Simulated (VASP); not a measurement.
Runs of VASP 6.6.1 on Ca. The structure is that of space group Fm-3m (No. 225), or close to it. The cells are those of the table. 

```csv
cell,gap on the mesh (eV),pressure (GPa)
"a = 4.011, b = 4.011, c = 4.070 Å, angles 59.5, 59.5, 61.0°, 1 atom",none,-1.9
"a = 4.011, b = 4.011, c = 3.952 Å, angles 60.5, 60.5, 59.0°, 1 atom",none,(a)
"a = 3.952, b = 3.952, c = 4.011 Å, angles 59.5, 59.5, 61.0°, 1 atom",none,(b)
"a = 3.892 Å, angles 60.0°, 1 atom",none,-0.4
"a = 3.833 Å, angles 60.0°, 1 atom",none,0.4
```

Alike in all rows: task single point; level PBEsol; potentials or basis VASP PAW PBE potentials, release 64 (Ca_sv); no spin polarisation; k mesh 14 × 14 × 14; cutoff (eV) 520; smearing gaussian 0.15 eV.

Question: Estimate the missing entries.

Answer: (a) -1.6; (b) -1.4.

Caveats: the PAW data sets were made with another functional, which shifts forces and pressure a little.

A gap of «none» marks levels without a gap at the run's occupations.
